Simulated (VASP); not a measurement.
Runs of VASP 6.6.1 on Ta. The structure is that of space group Im-3m (No. 229), or close to it. The cells are those of the table. 

```tsv
potentials or basis	cell	cutoff (eV)	second run	gap on the mesh (eV)	pressure (GPa)
VASP PAW LDA potentials, release 64 (Ta_sv_GW)	a = 2.803 Å, angles 110.3, 110.3, 107.8°, 1 atom	500	valence_matched	none	3.0
VASP PAW LDA potentials, release 64 (Ta_pv)	a = 2.961 Å, angles 108.1, 108.1, 112.2°, 1 atom	520	-	none	-23.6
VASP PAW LDA potentials, release 64 (Ta_pv)	a = 2.775 Å, angles 110.7, 110.7, 107.0°, 1 atom	520	-	none	(c)
VASP PAW LDA potentials, release 64 (Ta_pv)	a = 2.832 Å, angles 109.9, 109.9, 108.7°, 1 atom	520	-	none	(d)
VASP PAW LDA potentials, release 64 (Ta_pv)	a = 2.803 Å, angles 110.3, 110.3, 107.8°, 1 atom	520	-	none	4.7
VASP PAW LDA potentials, release 64 (Ta_pv)	a = 2.747 Å, angles 111.2, 111.2, 106.1°, 1 atom	520	-	none	21.6
VASP PAW LDA potentials, release 64 (Ta_pv)	a = 2.976 Å, angles 107.9, 107.9, 112.6°, 1 atom	520	-	none	-25.2
VASP PAW LDA potentials, release 64 (Ta_pv)	a = 2.918 Å, angles 108.7, 108.7, 111.1°, 1 atom	520	-	none	(a)
VASP PAW LDA potentials, release 64 (Ta_sv_GW)	a = 2.775 Å, angles 110.7, 110.7, 107.0°, 1 atom	500	valence_matched	none	10.9
VASP PAW LDA potentials, release 64 (Ta_pv)	a = 2.947 Å, angles 108.3, 108.3, 111.8°, 1 atom	520	-	none	-21.8
VASP PAW LDA potentials, release 64 (Ta_pv)	a = 2.889 Å, angles 109.1, 109.1, 110.3°, 1 atom	520	-	none	(b)
```

Alike in all rows: task single point; level LDA; no spin polarisation; k mesh 20 × 20 × 20; smearing methfessel-paxton 0.02 eV.

Problem. Estimate the missing entries.

Solution. (a) -18.0; (b) -13.5; (c) 12.7; (d) -2.3.

Caveats: spin-orbit coupling is left out, which moves the levels of the heavy elements.

A k mesh can miss the band edges, and the runs leave out spin-orbit coupling on Ta.

A gap of «none» marks levels without a gap at the run's occupations.

The runs don't all hold the same shells in valence.
